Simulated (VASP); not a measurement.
Input of a VASP 6.6.1 run:

INCAR

```
PREC = Accurate ; ENCUT = 520
EDIFF = 1E-6 ; ISMEAR = 0
SIGMA = 0.01 ; LREAL = F
LASPH = T ; NELM = 60
ALGO = Normal ; ISIF = 2
LWAVE = F ; LCHARG = T
GGA = PS ; LELF = T
LVHAR = T ; NBANDS = 11
```

File KPOINTS:

```
regular mesh
0
Gamma
  10 10 10
```

The input POSCAR:

```
MgO
1.0
    2.0677629386      2.0677629386      0.0000000000
   -2.0677629386      2.0677629386      0.0000000000
    0.0000000000      2.0677629386      2.0677629386
Mg O
1 1
Direct
    0.0000000000      0.0000000000      0.0000000000
    0.5000000000      0.5000000000      0.0000000000
```

Potentials or basis: VASP PAW PBE potentials, release 64 (Mg, O).

Launch:

```bash
$ cat potpaw_PBE.64/Mg/POTCAR potpaw_PBE.64/O/POTCAR > POTCAR
$ mpirun -np 1 vasp_std > vasp.out
```

Question: What does it give for the pressure?

Answer: 9.6 GPa.

Question: What does it give for the band gap on the k mesh?

Answer: 5.18 eV, direct.

Caveat: the PAW data sets were made with another functional, which shifts forces and pressure a little.
